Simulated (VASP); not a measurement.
La2O3, 5 atoms in the cell. Symmetry: P-62m, No. 189, hexagonal system. The conventional cell has a = 6.267 Å, b = 6.267 Å, c = 3.300 Å, α = 90.00°, β = 90.00°, γ = 120.00°. La (site symmetry -6) has 6 O at 2.45 Å and 2 La at 3.30 Å within 3.3 Å. O (site symmetry m2m) has 4 La at 2.45 Å and 6 O at 3.13 to 3.30 Å within 3.3 Å. 

```yaml
Program: VASP 6.6.1
Task: single point
Functional: PBEsol
Potentials_or_basis: VASP PAW PBE potentials, release 64 (La, O)
Cutoff: 520 eV
k_mesh: 6 × 6 × 6
Occupations: gaussian, width 0.01 eV
Spin: no spin polarisation
Dipole_correction: no
Further_INCAR_settings: ALGO = Normal; EDIFF = 1e-06; NBANDS = 28
```

Potentials or basis: VASP PAW PBE potentials, release 64 (La, O).

Run with:

```console
$ cat potpaw_PBE.64/La/POTCAR potpaw_PBE.64/O/POTCAR > POTCAR
$ mpirun -np 1 vasp_std > vasp.out
```

Hardware: 1 thread of AMD EPYC 7R43 64-Core Processor (Zen 3), with other jobs on the host.

Q: Estimate the wall time of this run.

A: Wall time 2.9 min on 1 thread of AMD EPYC 7R43 64-Core Processor (Zen 3), on a shared host, peak memory 0.25 GiB. Counts: scf iterations 17, k points 28.
